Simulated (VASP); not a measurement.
# Si (Fd-3m) in VASP: further runs

Runs on Si. Level: PBEsol. Tasks: single point, relaxation of cell and atoms.

Everything below comes from runs of VASP 6.6.1. Logs are shortened: lines on timing, memory, paths and dates and some standing lists are left out, and cuts for length are marked.

### Step 1. The cell of the first run

The structure is cubic, space group Fd-3m (No. 227). Conventional cell: a = 5.318 Å, b = 5.318 Å, c = 5.318 Å, α = 90.00°, β = 90.00°, γ = 90.00°. Within 3.0 Å of Si (site symmetry -43m) lie 4 Si at 2.30 Å.

### Step 2. Single point, PBEsol

INCAR

```
ALGO = Normal
EDIFF = 1E-6
ENCUT = 520
GGA = PS
ISIF = 2
ISMEAR = 0
LASPH = True
LCHARG = False
LREAL = False
LWAVE = False
NBANDS = 11
NELM = 80
PREC = Accurate
SIGMA = 0.01
```

KPOINTS

```
k-points
0
Gamma
  8 8 8
```

POSCAR

```
Si
1.0
    2.6587699136      2.6587699136      0.0000000000
   -2.6587699136      2.6587699136      0.0000000000
    0.0000000000      2.6587699136      2.6587699136
Si
2
Direct
    0.2500000000      0.7500000000      0.5000000000
    0.0000000000      0.0000000000      0.0000000000
```

Potentials or basis: VASP PAW PBE potentials, release 64 (Si).

Launch:

```bash
$ cat potpaw_PBE.64/Si/POTCAR > POTCAR
$ mpirun -np 1 vasp_std > vasp.out
```

OUTCAR:

```text
EDIFF = 1E-6
   ENCUT = 520
   GGA = PS
   ISIF = 2
   ISMEAR = 0
   LASPH = True
   LREAL = False
   NELM = 80
   PREC = Accurate

 ion  position               nearest neighbor table
   1  0.250  0.750  0.500-   2 2.30   2 2.30   2 2.30   2 2.30
   2  0.000  0.000  0.000-   1 2.30   1 2.30   1 2.30   1 2.30

  LATTYP: Found a face centered cubic cell.
 ALAT       =     5.3175398272

  Lattice vectors:

 A1 = (   0.0000000000,   2.6587699136,   2.6587699136)
 A2 = (   2.6587699136,   0.0000000000,   2.6587699136)
 A3 = (   2.6587699136,   2.6587699136,   0.0000000000)

Analysis of symmetry for initial positions (statically):
=====================================================================
 Subroutine PRICEL returns:
 Original cell was already a primitive cell.

 Routine SETGRP: Setting up the symmetry group for a
 face centered cubic supercell.

 Subroutine GETGRP returns: Found 48 space group operations
 (whereof 24 operations were pure point group operations)
 out of a pool of 48 trial point group operations.

The static configuration has the point symmetry T_d .
 The point group associated with its full space group is O_h .

Analysis of symmetry for dynamics (positions and initial velocities):
=====================================================================
 Subroutine PRICEL returns:
 Original cell was already a primitive cell.

 Routine SETGRP: Setting up the symmetry group for a
 face centered cubic supercell.

 Subroutine GETGRP returns: Found 48 space group operations
 (whereof 24 operations were pure point group operations)
 out of a pool of 48 trial point group operations.

The dynamic configuration has the point symmetry T_d .
 The point group associated with its full space group is O_h .

 Subroutine INISYM returns: Found 48 space group operations
 (whereof 24 operations are pure point group operations),
 and found     1 'primitive' translations

----------------------------------------------------------------------------------------

                                     Primitive cell

  volume of cell :      37.5900

  direct lattice vectors                    reciprocal lattice vectors
     2.658769914  2.658769914  0.000000000     0.188056890  0.188056890 -0.188056890
    -2.658769914  2.658769914  0.000000000    -0.188056890  0.188056890 -0.188056890
     0.000000000  2.658769914  2.658769914     0.000000000  0.000000000  0.376113779

  length of vectors
     3.760068471  3.760068471  3.760068471     0.325724087  0.325724087  0.376113779

  position of ions in fractional coordinates (direct lattice)
     0.250000000  0.750000000  0.500000000
     0.000000000  0.000000000  0.000000000

  ion indices of the primitive-cell ions
   primitive index   ion index
                 1           1
                 2           2

----------------------------------------------------------------------------------------

 KPOINTS: k-points

Automatic generation of k-mesh.
 Grid dimensions read from file:
 generate k-points for:    8    8    8

 Generating k-lattice:

  Cartesian coordinates                     Fractional coordinates (reciprocal lattice)
     0.023507111  0.023507111 -0.023507111     0.125000000  0.000000000  0.000000000
    -0.023507111  0.023507111 -0.023507111     0.000000000  0.125000000  0.000000000
     0.000000000  0.000000000  0.047014222     0.000000000  0.000000000  0.125000000

  Length of vectors
     0.040715511  0.040715511  0.047014222

  Shift w.r.t. Gamma in fractional coordinates (k-lattice)
     0.000000000  0.000000000  0.000000000

 Subroutine IBZKPT returns following result:
 ===========================================

 Found     29 irreducible k-points:

 Following reciprocal coordinates:
            Coordinates               Weight
  0.000000  0.000000  0.000000      1.000000
  0.125000  0.000000  0.000000      8.000000
  0.250000  0.000000  0.000000      8.000000
  0.375000  0.000000  0.000000      8.000000
  0.500000  0.000000  0.000000      4.000000
  0.125000  0.125000  0.000000     12.000000
[... 16 lines left out ...]
  0.375000  0.250000  0.125000     48.000000
  0.500000  0.250000  0.125000     24.000000
 [... further k-points ...]
   k-points           NKPTS =     29   k-points in BZ     NKDIM =     29   number of bands    NBANDS=     11
   number of dos      NEDOS =    301   number of ions     NIONS =      2
   total plane-waves  NPLWV =  21952
   dimension x,y,z NGX =    28 NGY =   28 NGZ =   28
   dimension x,y,z NGXF=    56 NGYF=   56 NGZF=   56
   ions per type =               2
   NGX,Y,Z   is equivalent  to a cutoff of  12.38, 12.38, 12.38 a.u.
   NGXF,Y,Z  is equivalent  to a cutoff of  24.76, 24.76, 24.76 a.u.
 SYSTEM =  unknown system
   PREC   = accura    normal or accurate (medium, high low for compatibility)
   ISTART =      0    job   : 0-new  1-cont  2-samecut
   ICHARG =      2    charge: 1-file 2-atom 10-const
   ISPIN  =      1    spin polarized calculation?
   LNONCOLLINEAR =      F non collinear calculations
   LSORBIT =      F    spin-orbit coupling
   LASPH  =      T    aspherical Exc in radial PAW
   ENCUT  =  520.0 eV  38.22 Ry    6.18 a.u.   6.99  6.99  6.99*2*pi/ulx,y,z
   NELM   =     80;   NELMIN=  2; NELMDL= -5     # of ELM steps
   EDIFF  = 0.1E-05   stopping-criterion for ELM
   LREAL  =      F    real-space projection
   EDIFFG = 0.1E-04   stopping-criterion for IOM
   NSW    =      0    number of steps for IOM
   IBRION =     -1    ionic relax: 0-MD 1-quasi-New 2-CG
   NFREE  =      0    steps in history (QN), initial steepest desc. (CG)
   ISIF   =      2    stress and relaxation
   ISYM   =      2    0-nonsym 1-usesym 2-fastsym
   POTIM  = 0.5000    time-step for ionic-motion
   TEBEG  =    0.0;   TEEND  =   0.0 temperature during run
   PSTRESS=    0.0 pullay stress
   NELECT =       8.0000    total number of electrons
   NUPDOWN=      -1.0000    fix difference up-down
   EMIN   =  10.00;   EMAX   =-10.00  energy-range for DOS
   EFERMI =   0.00;   METHOD = LEGACY
   ISMEAR =     0;   SIGMA  =   0.01  broadening in eV -4-tet -1-fermi 0-gaus
   EFERMI_NEDOS =   21; number of points for ismear=-14 and -15
   IALGO  =     38    algorithm
   IMIX   =      4    mixing-type and parameters
     AMIX     =   0.40;   BMIX     =  1.00
     AMIX_MAG =   1.60;   BMIX_MAG =  1.00
  volume/ion in A,a.u.               =      18.79       126.83
  Fermi-wavevector in a.u.,A,eV,Ry     =   0.977419  1.847054 12.998295  0.955348
  Thomas-Fermi vector in A             =   2.108115
   LORBIT       =      0    0 simple, 1 ext, 2 COOP (PROOUT), +10 PAW based schemes
   GGA     = PS    functional components
   LHFCALC =     F    Hartree Fock is set to
   AEXX    =    0.0000 exact exchange contribution
   IVDW    =     0    specifies the selected vdW correction
   LEPSILON=     F    determine dielectric tensor
   LRPA    =     F    only Hartree local field effects (RPA)
 non-spin polarized calculation
 Gauss-broadening in eV      SIGMA  =   0.01
  energy-cutoff  :      520.00
  volume of cell :       37.59
 maximum number of plane-waves:      1036
   NGX = 13   NGY = 13   NGZ = 13

 number of electron       8.0000000 magnetization

 Free energy of the ion-electron system (eV)
  ---------------------------------------------------
  ext. energy  EPLUGINS =         0.00000000
  ---------------------------------------------------
  free energy    TOTEN  =       -11.43520241 eV

  energy without entropy =      -11.43520241  energy(sigma->0) =      -11.43520241

 E-fermi :   6.5649     XC(G=0):  -9.7971

 val. band max:        6.4504716434   @ k =   0.0000   0.0000   0.0000
 cond. band min:       6.8444641296   @ k =  -0.3750   0.3750   0.0000
 fundamental gap:      0.3939924862
 Fermi energy:         6.5649103346

 k-point     1 :       0.0000    0.0000    0.0000
  band No.  band energies     occupation
      1      -5.9888      2.00000
      2       6.4505      2.00000
      3       6.4505      2.00000
      4       6.4505      2.00000
      5       8.9896      0.00000
      6       8.9896      0.00000
      7       8.9896      0.00000
      8      10.5107      0.00000
      9      14.1691      0.00000
     10      14.1691      0.00000
     11      14.4238      0.00000

 k-point     2 :       0.1250    0.0000    0.0000
  band No.  band energies     occupation
      1      -5.7725      2.00000
      2       4.8082      2.00000
      3       6.1388      2.00000
      4       6.1388      2.00000
      5       9.0560      0.00000
      6       9.4448      0.00000
      7       9.4448      0.00000
      8      11.7198      0.00000
      9      13.6381      0.00000
     10      13.6381      0.00000
     11      15.2629      0.00000

 k-point     3 :       0.2500    0.0000    0.0000
  band No.  band energies     occupation
      1      -5.1397      2.00000
      2       2.3705      2.00000
      3       5.6435      2.00000
      4       5.6435      2.00000
      5       8.6232      0.00000
      6       9.9541      0.00000
      7       9.9541      0.00000
      8      13.6061      0.00000
      9      13.6061      0.00000
     10      13.8132      0.00000
     11      15.4701      0.00000
[... 267 lines left out ...]
 k-point    23 :       0.3750    0.2500    0.1250
  band No.  band energies     occupation
      1      -3.6249      2.00000
      2       0.4228      2.00000
      3       2.8998      2.00000
      4       4.3753      2.00000
      5       9.2686      0.00000
      6      10.0015      0.00000
      7      11.5129      0.00000
      8      12.5199      0.00000
      9      15.6837      0.00000
     10      16.4241      0.00000
     11      18.6155      0.00000

 k-point    24 :       0.5000    0.2500    0.1250
  band No.  band energies     occupation
      1      -2.9058      2.00000
      2      -0.6148      2.00000
      3       2.7820      2.00000
      4       4.1210      2.00000
      5       9.4379      0.00000
      6       9.5750      0.00000
      7      12.4906      0.00000
      8      13.6687      0.00000
      9      14.0465      0.00000
     10      17.1505      0.00000
     11      18.5370      0.00000

 [... further k-points ...]

------------------------ aborting loop because EDIFF is reached ----------------------------------------

  FORCE on cell =-STRESS in cart. coord.  units (eV):
  Direction    XX          YY          ZZ          XY          YZ          ZX
  --------------------------------------------------------------------------------------
  -------------------------------------------------------------------------------------
  Total        1.6714336      1.6714336      1.6714336     -0.0000000      0.0000000     -0.0000000
  in kB       71.2405804     71.2405804     71.2405804     -0.0000000      0.0000000     -0.0000000
  external PRESSURE =      71.2405804 kB  Pullay stress =       0.0000000 kB

 VOLUME and BASIS-vectors are now :
 -----------------------------------------------------------------------------
  energy-cutoff  :      520.00
  volume of cell :       37.59
      direct lattice vectors                 reciprocal lattice vectors
     2.658769914  2.658769914  0.000000000     0.188056890  0.188056890 -0.188056890
    -2.658769914  2.658769914  0.000000000    -0.188056890  0.188056890 -0.188056890
     0.000000000  2.658769914  2.658769914     0.000000000  0.000000000  0.376113779

 POSITION                                       TOTAL-FORCE (eV/Angst)
 -----------------------------------------------------------------------------------
     -1.32938      3.98815      1.32938        -0.000000     -0.000000     -0.000000
      0.00000      0.00000      0.00000         0.000000      0.000000      0.000000
 -----------------------------------------------------------------------------------
    total drift:                                0.000000      0.000000     -0.000000

  FREE ENERGIE OF THE ION-ELECTRON SYSTEM (eV)
  ---------------------------------------------------
  free  energy   TOTEN  =       -11.4352024111 eV

  energy  without entropy=      -11.4352024111  energy(sigma->0) =      -11.43520241
```

It took 11 s on 1 thread of Intel Xeon 8259CL, shared host; peak memory 0.15 GiB.

What came out:

| Item | Value |
| --- | --- |
| Free energy | -11.4352 eV |
| Pressure | 7.1 GPa |
| Band gap on the k mesh | 0.39 eV, indirect (least direct gap 2.54 eV) |

Levels at points of the mesh, in eV from the valence-band top:
| k point | band 1 | band 2 | band 3 | band 4 | band 5 | band 6 | band 7 | band 8 |
| --- | --- | --- | --- | --- | --- | --- | --- | --- |
| (0.00, 0.00, 0.00) | -12.44 | 0.00 | 0.00 | 0.00 | 2.54 | 2.54 | 2.54 | 4.06 |
| (0.50, 0.00, 0.00) | -9.92 | -7.33 | -1.26 | -1.26 | 1.69 | 3.24 | 3.24 | 7.59 |
| (0.50, 0.50, 0.00) | -8.04 | -8.04 | -3.04 | -3.04 | 0.46 | 0.46 | 10.61 | 10.61 |

Caveat: the PAW data sets were made with another functional, which shifts forces and pressure a little. A k mesh can miss the band edges.

### Step 3. Single point, PBEsol

INCAR

```
SYSTEM = Si
  PREC = Accurate
  ENCUT = 520
  EDIFF = 1E-7
  ISMEAR = 0
  SIGMA = 0.01
  LREAL = .False.
  LASPH = .True.
  NELM = 60
  ALGO = Normal
  ISIF = 2
  LWAVE = .False.
  LCHARG = .False.
  GGA = PS
  NBANDS = 11
```

KPOINTS

```
Automatic mesh
0
Gamma
  8 8 8
  0 0 0
```

POSCAR is that of step 2.

Potentials or basis: VASP PAW PBE potentials, release 64 (Si).

Launch:

```bash
$ cat potpaw_PBE.64/Si/POTCAR > POTCAR
$ mpirun -np 1 vasp_std > vasp.out
```

Wall time 11 s (1 thread of Intel Xeon 8259CL, shared host); peak memory 0.15 GiB.

The run converged. Its results:

```yaml
Free_energy: -11.4352 eV
Pressure: 7.1 GPa
Band_gap_on_the_k_mesh: 0.39 eV, indirect (least direct gap 2.54 eV)
```

Levels at points of the mesh, in eV from the valence-band top:
| k point | band 1 | band 2 | band 3 | band 4 | band 5 | band 6 | band 7 | band 8 |
| --- | --- | --- | --- | --- | --- | --- | --- | --- |
| (0.00, 0.00, 0.00) | -12.44 | 0.00 | 0.00 | 0.00 | 2.54 | 2.54 | 2.54 | 4.06 |
| (0.50, 0.00, 0.00) | -9.92 | -7.33 | -1.26 | -1.26 | 1.69 | 3.24 | 3.24 | 7.59 |
| (0.50, 0.50, 0.00) | -8.04 | -8.04 | -3.04 | -3.04 | 0.46 | 0.46 | 10.61 | 10.61 |

Caveat: the PAW data sets were made with another functional, which shifts forces and pressure a little.

### Step 4. Single point, PBEsol

This run uses another cell than the first one, of 20.50 Å³/atom, 1.091 times its volume.

INCAR

```
ALGO = Normal
EDIFF = 1E-7
ENCUT = 520
GGA = PS
ISIF = 2
ISMEAR = 0
LASPH = T
LCHARG = T
LELF = T
LREAL = F
LVHAR = T
LWAVE = F
NBANDS = 11
NELM = 60
PREC = Accurate
SIGMA = 0.01
```

KPOINTS

```
k-points
0
Gamma
  8 8 8
```

POSCAR

```
Si
1.0
    2.7369342507      2.7369342507      0.0000000000
   -2.7369342507      2.7369342507      0.0000000000
    0.0000000000      2.7369342507      2.7369342507
Si
2
Direct
    0.2500000000      0.7500000000      0.5000000000
    0.0000000000      0.0000000000      0.0000000000
```

Potentials or basis: VASP PAW PBE potentials, release 64 (Si).

Launch:

```bash
$ cat potpaw_PBE.64/Si/POTCAR > POTCAR
$ mpirun -np 1 vasp_std > vasp.out
```

OUTCAR:

```text
EDIFF = 1E-7
   ENCUT = 520
   GGA = PS
   ISIF = 2
   ISMEAR = 0
   LASPH = T
   LREAL = F
   NELM = 60
   PREC = Accurate

 ion  position               nearest neighbor table
   1  0.250  0.750  0.500-   2 2.37   2 2.37   2 2.37   2 2.37
   2  0.000  0.000  0.000-   1 2.37   1 2.37   1 2.37   1 2.37

  LATTYP: Found a face centered cubic cell.
 ALAT       =     5.4738685014

  Lattice vectors:

 A1 = (   0.0000000000,   2.7369342507,   2.7369342507)
[... 525 lines left out ...]
------------------------ aborting loop because EDIFF is reached ----------------------------------------

  FORCE on cell =-STRESS in cart. coord.  units (eV):
  Direction    XX          YY          ZZ          XY          YZ          ZX
  --------------------------------------------------------------------------------------
  -------------------------------------------------------------------------------------
  Total       -0.4806097     -0.4806097     -0.4806097      0.0000000      0.0000000     -0.0000000
  in kB      -18.7793265    -18.7793265    -18.7793265      0.0000000      0.0000000     -0.0000000
  external PRESSURE =     -18.7793265 kB  Pullay stress =       0.0000000 kB

 VOLUME and BASIS-vectors are now :
 -----------------------------------------------------------------------------
  energy-cutoff  :      520.00
  volume of cell :       41.00
      direct lattice vectors                 reciprocal lattice vectors
     2.736934251  2.736934251  0.000000000     0.182686157  0.182686157 -0.182686157
    -2.736934251  2.736934251  0.000000000    -0.182686157  0.182686157 -0.182686157
     0.000000000  2.736934251  2.736934251     0.000000000  0.000000000  0.365372314

 POSITION                                       TOTAL-FORCE (eV/Angst)
 -----------------------------------------------------------------------------------
     -1.36847      4.10540      1.36847         0.000000     -0.000000      0.000000
      0.00000      0.00000      0.00000        -0.000000      0.000000      0.000000
 -----------------------------------------------------------------------------------
    total drift:                               -0.000000     -0.000000     -0.000000

  FREE ENERGIE OF THE ION-ELECTRON SYSTEM (eV)
  ---------------------------------------------------
  free  energy   TOTEN  =       -11.4841018836 eV

  energy  without entropy=      -11.4841018836  energy(sigma->0) =      -11.48410188
```

stdout:

```text
POSCAR found type information on POSCAR Si
 POSCAR found :  1 types and       2 ions
 scaLAPACK will be used
 -----------------------------------------------------------------------------
|                                                                             |
|                                                                             |
|     You enforced a specific xc type in the INCAR file but a different       |
|     I HOPE YOU KNOW WHAT YOU ARE DOING!                                     |
|                                                                             |
 -----------------------------------------------------------------------------

 LDA part: xc-table for (Slater+PW92), standard interpolation
 POSCAR, INCAR and KPOINTS ok, starting setup
 FFT: planning ... GRIDC
 FFT: planning ... GRID_SOFT
 FFT: planning ... GRID
 WAVECAR not read
 entering main loop
```

It took 15 s on 1 thread of Intel Xeon 8259CL, shared host; peak memory 0.16 GiB.

What came out:

* Free energy: -11.4841 eV
* Pressure: -1.9 GPa
* Band gap on the k mesh: 0.54 eV, indirect (least direct gap 2.51 eV)

Caveat: the PAW data sets were made with another functional, which shifts forces and pressure a little. Expect the measured gap to be larger: semilocal functionals such as PBEsol lack the derivative discontinuity.

### Step 5. Single point, PBEsol

This run uses another cell than the first one, of 19.65 Å³/atom, 1.045 times its volume.

INCAR

```
PREC = Accurate ; ENCUT = 520
EDIFF = 1E-7 ; ISMEAR = 0
SIGMA = 0.01 ; LREAL = False
LASPH = True ; NELM = 80
ALGO = Normal ; ISIF = 2
LWAVE = False ; LCHARG = True
GGA = PS ; LELF = True
LVHAR = True ; NBANDS = 11
```

KPOINTS

```
Automatic mesh
0
Gamma
  8 8 8
```

POSCAR

```
Si
1.0
    2.6984319101      2.6984319101      0.0000000000
   -2.6984319101      2.6984319101      0.0000000000
    0.0000000000      2.6984319101      2.6984319101
Si
2
Direct
    0.2500000000      0.7500000000      0.5000000000
    0.0000000000      0.0000000000      0.0000000000
```

Launch:

```bash
$ cat potpaw_PBE.64/Si/POTCAR > POTCAR
$ mpirun -np 1 vasp_std > vasp.out
```

Run time: 13 s. Hardware: 1 thread of Intel Xeon 8259CL, shared host; peak memory 0.15 GiB.

The run converged. Its results:

```yaml
Free_energy: -11.4835 eV
Pressure: 2.1 GPa
Band_gap_on_the_k_mesh: 0.47 eV, indirect (least direct gap 2.52 eV)
```

Levels at points of the mesh, in eV from the valence-band top:
| k point | band 1 | band 2 | band 3 | band 4 | band 5 | band 6 | band 7 | band 8 |
| --- | --- | --- | --- | --- | --- | --- | --- | --- |
| (0.00, 0.00, 0.00) | -12.12 | 0.00 | 0.00 | 0.00 | 2.52 | 2.52 | 2.52 | 3.54 |
| (0.50, 0.00, 0.00) | -9.72 | -7.11 | -1.22 | -1.22 | 1.53 | 3.26 | 3.26 | 7.54 |
| (0.50, 0.50, 0.00) | -7.89 | -7.89 | -2.92 | -2.92 | 0.55 | 0.55 | 10.22 | 10.22 |

Caveat: the PAW data sets were made with another functional, which shifts forces and pressure a little. As with any semilocal functional, this PBEsol gap is likely too small.

[end of part 1 of 2]
